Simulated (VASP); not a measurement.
# Be2ZnN2 (I4/mmm) in VASP: single point with PBE

Aim: the single point of Be2ZnN2 with PBE.

Program: VASP 6.6.1. These are calculated values, not measurements. Logs are shortened: lines on timing, memory, paths and dates and some standing lists are left out, and cuts for length are marked.

## 1. The cell of the first run

The structure is tetragonal, space group I4/mmm (No. 139). Conventional cell: a = 3.013 Å, b = 3.013 Å, c = 9.473 Å, α = 90.00°, β = 90.00°, γ = 90.00°. Be (site symmetry 4mm) has 5 N at 1.92 to 2.13 Å and 4 Zn at 2.59 Å within 2.6 Å. Zn (site symmetry 4/mmm) has 2 N at 1.34 Å within 1.8 Å. Within 1.8 Å of N (site symmetry 4mm) lie 1 Zn at 1.34 Å.

## 2. Single point, PBE

INCAR reads:

```
  PREC = Accurate
  ENCUT = 520
  EDIFF = 1E-7
  ISMEAR = 0
  SIGMA = 0.1
  LREAL = F
  LASPH = T
  NELM = 100
  ALGO = Fast
  ISIF = 2
  LWAVE = F
  LCHARG = T
  GGA = PE
  LELF = T
  LVHAR = T
  NBANDS = 21
```

KPOINTS reads:

```
regular mesh
0
Gamma
  8 8 8
```

POSCAR reads:

```
Be2ZnN2
1.0
   -1.5064461095      1.5064461095      4.7366700288
    1.5064461095     -1.5064461095      4.7366700288
    1.5064461095      1.5064461095     -4.7366700288
Be Zn N
2 1 2
Direct
    0.3443000000      0.3443000000      0.0000000000
    0.6557000000      0.6557000000      0.0000000000
    0.0000000000      0.0000000000      0.0000000000
    0.1411000000      0.1411000000      0.0000000000
    0.8589000000      0.8589000000      0.0000000000
```

Potentials or basis: VASP PAW PBE potentials, release 64 (Be, Zn, N).

Started as:

```console
cat potpaw_PBE.64/Be/POTCAR potpaw_PBE.64/Zn/POTCAR potpaw_PBE.64/N/POTCAR > POTCAR
mpirun -np 1 vasp_std > vasp.out
```

OUTCAR:

```text
PREC = Accurate
   ENCUT = 520
   EDIFF = 1E-7
   ISMEAR = 0
   LREAL = F
   LASPH = T
   NELM = 100
   ISIF = 2
   GGA = PE

 ion  position               nearest neighbor table
   1  0.344  0.344  0.000-   4 1.92   3 2.59   3 2.59   3 2.59   3 2.59
   2  0.656  0.656  0.000-   5 1.92   3 2.59   3 2.59   3 2.59   3 2.59
   3  0.000  0.000  0.000-   4 1.34   5 1.34   2 2.59   1 2.59   2 2.59   2 2.59   2 2.59   1 2.59
                             1 2.59   1 2.59
   4  0.141  0.141  0.000-   3 1.34   1 1.92
   5  0.859  0.859  0.000-   3 1.34   2 1.92

  LATTYP: Found a body centered tetragonal cell.
 ALAT       =     3.0128922190
 C/A-ratio  =     3.1442678227

  Lattice vectors:

 A1 = (  -1.5064461095,   1.5064461095,   4.7366700288)
 A2 = (   1.5064461095,  -1.5064461095,   4.7366700288)
 A3 = (   1.5064461095,   1.5064461095,  -4.7366700288)

Analysis of symmetry for initial positions (statically):
=====================================================================
 Subroutine PRICEL returns:
 Original cell was already a primitive cell.

 Routine SETGRP: Setting up the symmetry group for a
 body centered tetragonal supercell.

 Subroutine GETGRP returns: Found 16 space group operations
 (whereof 16 operations were pure point group operations)
 out of a pool of 16 trial point group operations.

The static configuration has the point symmetry D_4h.

Analysis of symmetry for dynamics (positions and initial velocities):
=====================================================================
 Subroutine PRICEL returns:
 Original cell was already a primitive cell.

 Routine SETGRP: Setting up the symmetry group for a
 body centered tetragonal supercell.

 Subroutine GETGRP returns: Found 16 space group operations
 (whereof 16 operations were pure point group operations)
 out of a pool of 16 trial point group operations.

The dynamic configuration has the point symmetry D_4h.

 Subroutine INISYM returns: Found 16 space group operations
 (whereof 16 operations are pure point group operations),
 and found     1 'primitive' translations

----------------------------------------------------------------------------------------

[... 96 lines left out ...]
   ENCUT  =  520.0 eV  38.22 Ry    6.18 a.u.   9.66  9.66  9.66*2*pi/ulx,y,z
   NELM   =    100;   NELMIN=  2; NELMDL= -5     # of ELM steps
   EDIFF  = 0.1E-06   stopping-criterion for ELM
   LREAL  =      F    real-space projection
   EDIFFG = 0.1E-05   stopping-criterion for IOM
   NSW    =      0    number of steps for IOM
   IBRION =     -1    ionic relax: 0-MD 1-quasi-New 2-CG
   NFREE  =      0    steps in history (QN), initial steepest desc. (CG)
   ISIF   =      2    stress and relaxation
   ISYM   =      2    0-nonsym 1-usesym 2-fastsym
   POTIM  = 0.5000    time-step for ionic-motion
   TEBEG  =    0.0;   TEEND  =   0.0 temperature during run
   PSTRESS=    0.0 pullay stress
   NELECT =      26.0000    total number of electrons
   NUPDOWN=      -1.0000    fix difference up-down
   EMIN   =  10.00;   EMAX   =-10.00  energy-range for DOS
   EFERMI =   0.00;   METHOD = LEGACY
   ISMEAR =     0;   SIGMA  =   0.10  broadening in eV -4-tet -1-fermi 0-gaus
   EFERMI_NEDOS =   21; number of points for ismear=-14 and -15
   IALGO  =     68    algorithm
   IMIX   =      4    mixing-type and parameters
     AMIX     =   0.40;   BMIX     =  1.00
     AMIX_MAG =   1.60;   BMIX_MAG =  1.00
  volume/ion in A,a.u.               =       8.60        58.03
  Fermi-wavevector in a.u.,A,eV,Ry     =   1.384371  2.616082 26.075337  1.916483
  Thomas-Fermi vector in A             =   2.508881
   LORBIT       =      0    0 simple, 1 ext, 2 COOP (PROOUT), +10 PAW based schemes
   GGA     = PE    functional components
   LHFCALC =     F    Hartree Fock is set to
   AEXX    =    0.0000 exact exchange contribution
   IVDW    =     0    specifies the selected vdW correction
   LEPSILON=     F    determine dielectric tensor
   LRPA    =     F    only Hartree local field effects (RPA)
 non-spin polarized calculation
 RMM-DIIS sequential band-by-band and
 Gauss-broadening in eV      SIGMA  =   0.10
  energy-cutoff  :      520.00
  volume of cell :       43.00
 maximum number of plane-waves:      1177
   NGX = 19   NGY = 19   NGZ = 19

 number of electron      26.0000003 magnetization

 Free energy of the ion-electron system (eV)
  ---------------------------------------------------
  ext. energy  EPLUGINS =         0.00000000
  ---------------------------------------------------
  free energy    TOTEN  =       -11.91277863 eV

  energy without entropy =      -11.90510213  energy(sigma->0) =      -11.90894038

 E-fermi :   6.0352     XC(G=0): -11.4358

 val. band max:        6.0177887910   @ k =   0.3750   0.2500   0.1250
 cond. band min:       6.0494299584   @ k =  -0.2500   0.5000   0.2500
 fundamental gap:      0.0316411674
 Fermi energy:         6.0351858245

 k-point     1 :       0.0000    0.0000    0.0000
  band No.  band energies     occupation
      1     -13.3390      2.00000
      2      -9.0709      2.00000
      3      -5.8349      2.00000
      4      -4.9932      2.00000
      5      -4.9932      2.00000
      6      -3.2407      2.00000
[... 565 lines left out ...]
     20      15.6578      0.00000
     21      15.6724      0.00000

 [... further k-points ...]

------------------------ aborting loop because EDIFF is reached ----------------------------------------

  FORCE on cell =-STRESS in cart. coord.  units (eV):
  Direction    XX          YY          ZZ          XY          YZ          ZX
  --------------------------------------------------------------------------------------
  -------------------------------------------------------------------------------------
  Total       -3.8069108     -3.8069108    102.3882185      0.0000000     -0.0000000     -0.0000000
  in kB     -141.8544481   -141.8544481   3815.2257964      0.0000000     -0.0000000     -0.0000000
  external PRESSURE =    1177.1723001 kB  Pullay stress =       0.0000000 kB

 VOLUME and BASIS-vectors are now :
 -----------------------------------------------------------------------------
  energy-cutoff  :      520.00
  volume of cell :       43.00
      direct lattice vectors                 reciprocal lattice vectors
    -1.506446109  1.506446109  4.736670029     0.000000000  0.331906994  0.105559390
     1.506446109 -1.506446109  4.736670029     0.331906994  0.000000000  0.105559390
     1.506446109  1.506446109 -4.736670029     0.331906994  0.331906994  0.000000000

 POSITION                                       TOTAL-FORCE (eV/Angst)
 -----------------------------------------------------------------------------------
      0.00000      0.00000      3.26167         0.000000      0.000000     -3.592817
      0.00000      0.00000      6.21167        -0.000000     -0.000000      3.592817
      0.00000      0.00000      0.00000        -0.000000     -0.000000      0.000000
      0.00000      0.00000      1.33669         0.000000      0.000000     39.771407
      0.00000      0.00000      8.13665        -0.000000     -0.000000    -39.771407
 -----------------------------------------------------------------------------------
    total drift:                                0.000000      0.000000     -0.000000

  FREE ENERGIE OF THE ION-ELECTRON SYSTEM (eV)
  ---------------------------------------------------
  free  energy   TOTEN  =       -11.9127786287 eV

  energy  without entropy=      -11.9051021325  energy(sigma->0) =      -11.90894038
```

OSZICAR:

```text
N       E                     dE             d eps       ncg     rms          rms(c)
DAV:   1     0.183822781161E+03    0.18382E+03   -0.13156E+04  2502   0.154E+03
DAV:   2     0.209354664363E+01   -0.18173E+03   -0.16947E+03  2599   0.355E+02
DAV:   3    -0.179675864688E+02   -0.20061E+02   -0.19789E+02  2984   0.115E+02
DAV:   4    -0.184203066449E+02   -0.45272E+00   -0.45177E+00  3038   0.180E+01
DAV:   5    -0.184228639611E+02   -0.25573E-02   -0.25570E-02  2897   0.140E+00    0.481E+01
RMM:   6    -0.122140991085E+02    0.62088E+01   -0.12941E+01  3026   0.267E+01    0.265E+01
RMM:   7    -0.119982995502E+02    0.21580E+00   -0.19653E+00  3240   0.138E+01    0.967E+00
RMM:   8    -0.119339831785E+02    0.64316E-01   -0.54776E-01  3390   0.632E+00    0.388E+00
RMM:   9    -0.119129631486E+02    0.21020E-01   -0.13305E-01  3461   0.367E+00    0.551E-01
RMM:  10    -0.119127548331E+02    0.20832E-03   -0.17751E-02  3274   0.853E-01    0.251E-01
RMM:  11    -0.119128483110E+02   -0.93478E-04   -0.18383E-03  3488   0.280E-01    0.927E-02
RMM:  12    -0.119127915033E+02    0.56808E-04   -0.46171E-04  3329   0.151E-01    0.862E-02
RMM:  13    -0.119127801688E+02    0.11334E-04   -0.10072E-04  3504   0.925E-02    0.167E-02
RMM:  14    -0.119127785398E+02    0.16290E-05   -0.20770E-05  3476   0.288E-02    0.115E-02
RMM:  15    -0.119127786550E+02   -0.11516E-06   -0.26457E-06  3354   0.136E-02    0.181E-03
RMM:  16    -0.119127786287E+02    0.26274E-07   -0.57564E-07  2991   0.491E-03
   1 F= -.11912779E+02 E0= -.11908940E+02  d E =-.767650E-02
```

Run time: 59 s. Hardware: 1 thread of Intel Xeon 6975P-C (Granite Rapids), shared host; peak memory 0.26 GiB.

Results:

```yaml
Free_energy: -11.9128 eV
Pressure: 117.7 GPa
Largest_force: 39.771 eV/Å
Band_gap_on_the_k_mesh: zero (bands 13 and 14 overlap by 0.47 eV)
```

Forces in eV/Å, atoms in the order of the input:
```
Be    0.000   0.000  -3.593
Be    0.000   0.000   3.593
Zn    0.000   0.000   0.000
N     0.000   0.000  39.771
N     0.000   0.000 -39.771
```

Levels at points of the mesh, in eV from the Fermi level:
```tsv
k point	band 9	band 10	band 11	band 12	band 13	band 14	band 15	band 16	band 17	band 18
(0.00, 0.00, 0.00)	-3.17	-3.17	-2.02	-1.52	-1.52	2.19	3.58	8.77	9.00	9.15
(0.50, 0.00, 0.00)	-5.10	-3.88	-2.70	-2.69	0.03	1.21	4.99	5.47	6.55	7.15
(0.50, 0.50, 0.00)	-6.37	-4.37	-3.39	-2.94	-2.17	-0.25	3.66	3.90	5.66	8.53
(0.50, 0.50, 0.50)	-4.99	-4.16	-4.16	-0.07	-0.07	3.40	3.65	6.79	7.51	9.75
```

Caveat: atoms lie so close that the PAW spheres overlap strongly, which falsifies energies and pressures; the cell stands under pressure; forces of over 1 eV/Å act on the atoms, so gaps and moduli don't describe the material at rest.
